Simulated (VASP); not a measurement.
Pb: relaxation of cell and atoms with PBEsol

Crystal: Pb.

```
Pb
1.0
     0.00000    2.25382    2.25382
     2.25382    0.00000    2.25382
     2.25382    2.25382    0.00000
Pb
1
Direct
  0.00000 0.00000 0.00000
```

```
Program                : VASP 6.6.1
Task                   : relaxation of cell and atoms
Functional             : PBEsol
Potentials or basis    : VASP PAW PBE potentials, release 64 (Pb_d)
Cutoff                 : 500 eV
k mesh                 : 16 × 16 × 16
Occupations            : gaussian, width 0.1 eV
Spin                   : no spin polarisation
Target pressure        : 25 GPa
Dipole correction      : no
Further INCAR settings : ALGO = Normal; EDIFF = 1e-07; IBRION = 2; EDIFFG = -0.004; NSW = 70; ISIF = 3
```

* Relaxed volume: 22.88 Å³/atom
* Relaxed cell: a = 3.187 Å, b = 3.187 Å, c = 3.187 Å, α = 60.00°, β = 60.00°, γ = 60.00°
* Space group after relaxing (to 0.05 Å): Fm-3m (No. 225)
* Energy change on relaxing (the enthalpy is what falls): +2.1 meV/atom
* Ionic steps: 3
* Pressure after relaxing: 25.0 GPa
* Band gap on the k mesh: zero (band 7 reaches 20.46 eV, above the bottom of band 8 at 8.48 eV)

The path:
```tsv
step	energy change (eV)	largest force (eV/Å)	pressure (GPa)	volume (Å³)
1	0.0000	0.0000	24.92	22.90
2	0.0063	0.0000	25.18	22.86
3	0.0021	0.0000	25.00	22.88
```

Final structure:
```
Pb
1.0
     0.00000    2.25338    2.25338
     2.25338    0.00000    2.25338
     2.25338    2.25338    0.00000
Pb
1
Direct
  0.00000 0.00000 0.00000
```

Levels at points of the mesh, in eV from the Fermi level:
```csv
k point,band 5,band 6,band 7,band 8,band 9,band 10
"(0.00, 0.00, 0.00)",-17.23,-14.24,9.54,9.54,9.54,9.56
"(0.50, 0.00, 0.00)",-16.94,-8.61,-6.01,7.06,7.06,9.04
"(0.50, 0.50, 0.00)",-16.87,-6.44,-4.76,2.12,2.12,6.25
```

Wall time 25 s on 1 thread of Intel(R) Xeon(R) Platinum 8488C (Sapphire Rapids), on a shared host, peak memory 0.16 GiB.

Caveat: the cell is relaxed towards a set pressure, so the enthalpy falls and the energy may rise; the PAW data sets were made with another functional, which shifts forces and pressure a little; spin-orbit coupling is left out, which moves the levels of the heavy elements.
